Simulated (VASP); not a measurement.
# C (P1) in VASP: single point with PBE

Aim: the single point of C with PBE.

Everything below comes from runs of VASP 6.6.1. Logs are shortened: lines on timing, memory, paths and dates and some standing lists are left out, and cuts for length are marked.

## (1) The cell of the first run

The typed cell holds 8 atoms: a = 2.576 Å, b = 2.688 Å, c = 8.314 Å, α = 90.36°, β = 88.50°, γ = 124.63°.

## (2) Single point, PBE (atoms moved at random and the cell strained at random)

Contents of INCAR:

```
PREC = Accurate
ENCUT = 520
EDIFF = 1E-7
ISMEAR = 0
SIGMA = 0.05
LREAL = F
LASPH = T
NELM = 60
ALGO = Normal
ISIF = 2
LWAVE = F
LCHARG = F
GGA = PE
NBANDS = 26
```

Contents of KPOINTS:

```
Automatic mesh
0
Gamma
  12 12 4
```

Contents of POSCAR:

```
C
1.0
    2.5717063007     -0.1388366262      0.0338753736
   -1.4060891956      2.2904317440     -0.0078209496
    0.1106359652      0.0343812008      8.3132018471
C
8
Direct
    0.0508039610      0.0709017296      0.1051942593
    0.0819695483      0.0753176658      0.5584514455
    0.0064143699     -0.0023692596      0.4000845817
   -0.0820036857     -0.1041291338      0.8982698181
    0.2847362294      0.7345904348      0.1784113040
    0.7242789608      0.3889820709      0.6766189158
    0.2813004115      0.6286241873      0.3329666538
    0.6525002048      0.2080823050      0.8500030218
```

Potentials or basis: VASP PAW PBE potentials, release 64 (C).

Run with:

```bash
$ cat potpaw_PBE.64/C/POTCAR > POTCAR
$ mpirun -np 1 vasp_std > vasp.out
```

OUTCAR:

```text
PREC = Accurate
   ENCUT = 520
   EDIFF = 1E-7
   ISMEAR = 0
   LREAL = F
   LASPH = T
   NELM = 60
   ISIF = 2
   GGA = PE

 ion  position               nearest neighbor table
   1  0.051  0.071  0.105-   5 1.48   5 1.64   5 1.73   4 1.77
   2  0.082  0.075  0.558-   3 1.33   6 1.70   6 1.81   6 1.83
   3  0.006  0.998  0.400-   2 1.33   7 1.52   7 1.60   7 1.65
   4  0.918  0.896  0.898-   8 1.42   8 1.61   8 1.62   1 1.77
   5  0.285  0.735  0.178-   7 1.32   1 1.48   1 1.64   1 1.73
   6  0.724  0.389  0.677-   8 1.50   2 1.70   2 1.81   2 1.83
   7  0.281  0.629  0.333-   5 1.32   3 1.52   3 1.60   3 1.65
   8  0.653  0.208  0.850-   4 1.42   6 1.50   4 1.61   4 1.62

  LATTYP: Found a triclinic cell.
 ALAT       =     2.5756739791
 B/A-ratio  =     1.0434573394
 C/A-ratio  =     3.2278965306
 COS(alpha) =     0.0063474948
 COS(beta)  =     0.0262145335
 COS(gamma) =     0.5683449546

  Lattice vectors:

 A1 = (  -2.5717063007,   0.1388366262,  -0.0338753736)
 A2 = (  -1.4060891956,   2.2904317440,  -0.0078209496)
 A3 = (  -0.1106359652,  -0.0343812008,  -8.3132018471)

Analysis of symmetry for initial positions (statically):
=====================================================================
 Subroutine PRICEL returns:
 Original cell was already a primitive cell.

 Routine SETGRP: Setting up the symmetry group for a
 triclinic supercell.

 Subroutine GETGRP returns: Found  1 space group operations
 (whereof  1 operations were pure point group operations)
 out of a pool of  2 trial point group operations.

The static configuration has the point symmetry C_1 .

Analysis of symmetry for dynamics (positions and initial velocities):
=====================================================================
 Subroutine PRICEL returns:
 Original cell was already a primitive cell.

 Routine SETGRP: Setting up the symmetry group for a
 triclinic supercell.

 Subroutine GETGRP returns: Found  1 space group operations
 (whereof  1 operations were pure point group operations)
 out of a pool of  2 trial point group operations.

The dynamic configuration has the point symmetry C_1 .

 Subroutine INISYM returns: Found  1 space group operations
 (whereof  1 operations are pure point group operations),
 and found     1 'primitive' translations

----------------------------------------------------------------------------------------

                                     Primitive cell

  volume of cell :      47.3351

  direct lattice vectors                    reciprocal lattice vectors
     2.571706301 -0.138836626  0.033875374     0.402261418  0.246925314 -0.006374700
    -1.406089196  2.290431744 -0.007820950     0.024407706  0.451575240 -0.002192425
     0.110635965  0.034381201  8.313201847    -0.001616208 -0.000581357  0.120314509

  length of vectors
     2.575673979  2.687605917  8.314009101     0.472045544  0.452239694  0.120326768

  position of ions in fractional coordinates (direct lattice)
     0.050803961  0.070901730  0.105194259
     0.081969548  0.075317666  0.558451445
     0.006414370  0.997630740  0.400084582
     0.917996314  0.895870866  0.898269818
     0.284736229  0.734590435  0.178411304
     0.724278961  0.388982071  0.676618916
     0.281300411  0.628624187  0.332966654
     0.652500205  0.208082305  0.850003022

  ion indices of the primitive-cell ions
   primitive index   ion index
                 1           1
                 2           2
                 3           3
                 4           4
                 5           5
                 6           6
                 7           7
                 8           8

----------------------------------------------------------------------------------------

 KPOINTS: Automatic mesh

Automatic generation of k-mesh.
 Grid dimensions read from file:
 generate k-points for:   12   12    4

 Generating k-lattice:

  Cartesian coordinates                     Fractional coordinates (reciprocal lattice)
     0.033521785  0.020577109 -0.000531225     0.083333333  0.000000000  0.000000000
     0.002033976  0.037631270 -0.000182702     0.000000000  0.083333333 -0.000000000
    -0.000404052 -0.000145339  0.030078627     0.000000000 -0.000000000  0.250000000

  Length of vectors
     0.039337129  0.037686641  0.030081692

  Shift w.r.t. Gamma in fractional coordinates (k-lattice)
     0.000000000  0.000000000  0.000000000

 Subroutine IBZKPT returns following result:
 ===========================================

 Found    292 irreducible k-points:

 Following reciprocal coordinates:
            Coordinates               Weight
  0.000000  0.000000  0.000000      1.000000
  0.083333 -0.000000  0.000000      2.000000
  0.166667  0.000000  0.000000      2.000000
  0.250000 -0.000000  0.000000      2.000000
  0.333333 -0.000000 -0.000000      2.000000
  0.416667 -0.000000  0.000000      2.000000
[... 16 lines left out ...]
  0.250000  0.166667  0.000000      2.000000
  0.333333  0.166667  0.000000      2.000000
 [... further k-points ...]
   k-points           NKPTS =    292   k-points in BZ     NKDIM =    292   number of bands    NBANDS=     26
   number of dos      NEDOS =    301   number of ions     NIONS =      8
   total plane-waves  NPLWV =  25600
   dimension x,y,z NGX =    20 NGY =   20 NGZ =   64
   dimension x,y,z NGXF=    40 NGYF=   40 NGZF=  128
   ions per type =               8
   NGX,Y,Z   is equivalent  to a cutoff of  12.91, 12.37, 12.80 a.u.
   NGXF,Y,Z  is equivalent  to a cutoff of  25.82, 24.74, 25.59 a.u.
 SYSTEM =  unknown system
   PREC   = accura    normal or accurate (medium, high low for compatibility)
   ISTART =      0    job   : 0-new  1-cont  2-samecut
   ICHARG =      2    charge: 1-file 2-atom 10-const
   ISPIN  =      1    spin polarized calculation?
   LNONCOLLINEAR =      F non collinear calculations
   LSORBIT =      F    spin-orbit coupling
   LASPH  =      T    aspherical Exc in radial PAW
   ENCUT  =  520.0 eV  38.22 Ry    6.18 a.u.   4.79  5.00 15.46*2*pi/ulx,y,z
   NELM   =     60;   NELMIN=  2; NELMDL= -5     # of ELM steps
   EDIFF  = 0.1E-06   stopping-criterion for ELM
   LREAL  =      F    real-space projection
   EDIFFG = 0.1E-05   stopping-criterion for IOM
   NSW    =      0    number of steps for IOM
   IBRION =     -1    ionic relax: 0-MD 1-quasi-New 2-CG
   NFREE  =      0    steps in history (QN), initial steepest desc. (CG)
   ISIF   =      2    stress and relaxation
   ISYM   =      2    0-nonsym 1-usesym 2-fastsym
   POTIM  = 0.5000    time-step for ionic-motion
   TEBEG  =    0.0;   TEEND  =   0.0 temperature during run
   PSTRESS=    0.0 pullay stress
   NELECT =      32.0000    total number of electrons
   NUPDOWN=      -1.0000    fix difference up-down
   EMIN   =  10.00;   EMAX   =-10.00  energy-range for DOS
   EFERMI =   0.00;   METHOD = LEGACY
   ISMEAR =     0;   SIGMA  =   0.05  broadening in eV -4-tet -1-fermi 0-gaus
   EFERMI_NEDOS =   21; number of points for ismear=-14 and -15
   IALGO  =     38    algorithm
   IMIX   =      4    mixing-type and parameters
     AMIX     =   0.40;   BMIX     =  1.00
     AMIX_MAG =   1.60;   BMIX_MAG =  1.00
  volume/ion in A,a.u.               =       5.92        39.93
  Fermi-wavevector in a.u.,A,eV,Ry     =   1.436802  2.715163 28.087879  2.064401
  Thomas-Fermi vector in A             =   2.555950
   LORBIT       =      0    0 simple, 1 ext, 2 COOP (PROOUT), +10 PAW based schemes
   GGA     = PE    functional components
   LHFCALC =     F    Hartree Fock is set to
   AEXX    =    0.0000 exact exchange contribution
   IVDW    =     0    specifies the selected vdW correction
   LEPSILON=     F    determine dielectric tensor
   LRPA    =     F    only Hartree local field effects (RPA)
 non-spin polarized calculation
 Gauss-broadening in eV      SIGMA  =   0.05
  energy-cutoff  :      520.00
  volume of cell :       47.34
 maximum number of plane-waves:      1304
   NGX =  9   NGY =  9   NGZ = 31

 number of electron      32.0000001 magnetization

 Free energy of the ion-electron system (eV)
  ---------------------------------------------------
  ext. energy  EPLUGINS =         0.00000000
  ---------------------------------------------------
  free energy    TOTEN  =       -63.94258778 eV

  energy without entropy =      -63.94212298  energy(sigma->0) =      -63.94235538

 E-fermi :  11.1921     XC(G=0): -13.1026

 val. band max:       11.1644041535   @ k =   0.0833  -0.0000   0.2500
 cond. band min:      11.2016612035   @ k =   0.5000  -0.0000   0.2500
 fundamental gap:      0.0372570500
 Fermi energy:        11.1921350887

 k-point     1 :       0.0000    0.0000    0.0000
  band No.  band energies     occupation
      1     -12.4369      2.00000
      2     -11.0632      2.00000
      3      -9.5292      2.00000
      4      -5.3547      2.00000
      5      -4.6565      2.00000
      6       1.2642      2.00000
[... 18 lines left out ...]
     25      18.0194      0.00000
     26      18.7660      0.00000

 k-point     2 :       0.0833   -0.0000    0.0000
  band No.  band energies     occupation
      1     -12.2587      2.00000
      2     -10.8875      2.00000
      3      -9.3535      2.00000
      4      -5.1891      2.00000
      5      -4.5024      2.00000
      6       1.3316      2.00000
[... 18 lines left out ...]
     25      18.2488      0.00000
     26      18.9768      0.00000

 k-point     3 :       0.1667    0.0000    0.0000
  band No.  band energies     occupation
      1     -11.7277      2.00000
      2     -10.3636      2.00000
      3      -8.8315      2.00000
      4      -4.6962      2.00000
      5      -4.0561      2.00000
      6       1.4627      2.00000
[... 572 lines left out ...]
 k-point    23 :       0.2500    0.1667    0.0000
  band No.  band energies     occupation
      1      -9.1564      2.00000
      2      -7.8204      2.00000
      3      -6.3562      2.00000
      4      -2.8270      2.00000
      5      -2.2750      2.00000
      6      -0.6680      2.00000
[... 18 lines left out ...]
     25      18.6793      0.00000
     26      20.0158      0.00000

 k-point    24 :       0.3333    0.1667    0.0000
  band No.  band energies     occupation
      1      -7.8321      2.00000
      2      -6.5090      2.00000
      3      -5.2296      2.00000
      4      -3.3362      2.00000
      5      -2.2384      2.00000
      6      -1.5120      2.00000
[... 18 lines left out ...]
     25      19.4949      0.00000
     26      20.3587      0.00000

 [... further k-points ...]

------------------------ aborting loop because EDIFF is reached ----------------------------------------

  FORCE on cell =-STRESS in cart. coord.  units (eV):
  Direction    XX          YY          ZZ          XY          YZ          ZX
  --------------------------------------------------------------------------------------
  -------------------------------------------------------------------------------------
  Total       -2.1866417      1.0694888     11.8110864     12.0329973     -2.2996581     -1.7002018
  in kB      -74.0124495     36.1995685    399.7762545    407.2873937    -77.8377764    -57.5476536
  external PRESSURE =     120.6544578 kB  Pullay stress =       0.0000000 kB

 VOLUME and BASIS-vectors are now :
 -----------------------------------------------------------------------------
  energy-cutoff  :      520.00
  volume of cell :       47.34
      direct lattice vectors                 reciprocal lattice vectors
     2.571706301 -0.138836626  0.033875374     0.402261418  0.246925314 -0.006374700
    -1.406089196  2.290431744 -0.007820950     0.024407706  0.451575240 -0.002192425
     0.110635965  0.034381201  8.313201847    -0.001616208 -0.000581357  0.120314509

 POSITION                                       TOTAL-FORCE (eV/Angst)
 -----------------------------------------------------------------------------------
      0.04260      0.15896      0.87567        -4.881112     -1.659834     -1.699937
      0.16668      0.18033      4.64471        -0.455525     -0.529098     15.772179
     -1.34200      2.29787      3.31840        -1.710471     -1.190954     -3.397582
      1.20052      1.95536      7.49159         6.556720     -0.067441      5.572553
     -0.28090      1.64913      1.48707         4.906002     -1.085894    -10.667268
      1.39055      0.81364      5.64636         0.604964     -1.480955    -11.242154
     -0.12364      1.41221      2.77263         1.530646      2.023895      8.061253
      1.47950      0.41523      7.08672        -6.551224      3.990281     -2.399045
 -----------------------------------------------------------------------------------
    total drift:                               -0.000114     -0.000062     -0.000138

  FREE ENERGIE OF THE ION-ELECTRON SYSTEM (eV)
  ---------------------------------------------------
  free  energy   TOTEN  =       -63.9425877844 eV

  energy  without entropy=      -63.9421229782  energy(sigma->0) =      -63.94235538
```

Wall time 7.5 min (1 thread of Intel Xeon 8259CL, shared host); peak memory 0.34 GiB.

What came out:

```
Free energy            : -63.9426 eV
Pressure               : 12.1 GPa
Largest force          : 15.788 eV/Å
Band gap on the k mesh : zero (bands 16 and 17 overlap by 1.12 eV)
```

Forces in eV/Å, atoms in the order of the input:
```
C    -4.881  -1.660  -1.700
C    -0.456  -0.529  15.772
C    -1.710  -1.191  -3.398
C     6.557  -0.067   5.573
C     4.906  -1.086 -10.667
C     0.605  -1.481 -11.242
C     1.531   2.024   8.061
C    -6.551   3.990  -2.399
```

Levels at points of the mesh, in eV from the Fermi level:
| k point | band 12 | band 13 | band 14 | band 15 | band 16 | band 17 | band 18 | band 19 | band 20 | band 21 |
| --- | --- | --- | --- | --- | --- | --- | --- | --- | --- | --- |
| (0.00, 0.00, 0.00) | -3.10 | -2.42 | -1.30 | -0.51 | 0.82 | 1.28 | 2.00 | 2.72 | 3.31 | 4.02 |
| (0.50, 0.00, 0.00) | -8.56 | -7.03 | -5.82 | -5.25 | -3.46 | -0.30 | 0.12 | 1.43 | 2.21 | 2.98 |
| (0.00, 0.50, 0.00) | -7.79 | -6.46 | -5.62 | -4.68 | -2.34 | 0.04 | 0.80 | 1.63 | 2.81 | 4.14 |
| (0.50, 0.50, 0.00) | -6.83 | -5.90 | -5.33 | -3.80 | -1.76 | 1.49 | 2.79 | 3.71 | 4.44 | 5.83 |
| (0.00, 0.00, 0.50) | -3.24 | -2.48 | -1.25 | -0.77 | 0.43 | 1.76 | 2.17 | 2.59 | 3.20 | 4.33 |
| (0.50, 0.00, 0.50) | -7.93 | -6.92 | -6.17 | -5.60 | -3.79 | -0.29 | -0.08 | 2.07 | 2.87 | 3.02 |
| (0.00, 0.50, 0.50) | -7.84 | -7.37 | -6.06 | -4.58 | -2.78 | 0.66 | 1.05 | 1.89 | 2.63 | 3.84 |
| (0.50, 0.50, 0.50) | -6.78 | -6.48 | -5.96 | -3.67 | -1.92 | 2.52 | 2.73 | 3.84 | 4.82 | 5.28 |

Caveat: the cell differs from its parent crystal (atoms moved at random and the cell strained at random); the stress differs along the axes, from -7 to 40 GPa; forces of over 1 eV/Å act on the atoms, so gaps and moduli don't describe the material at rest.

The gap in the log of VASP goes by the Fermi energy; the results here count the filled bands.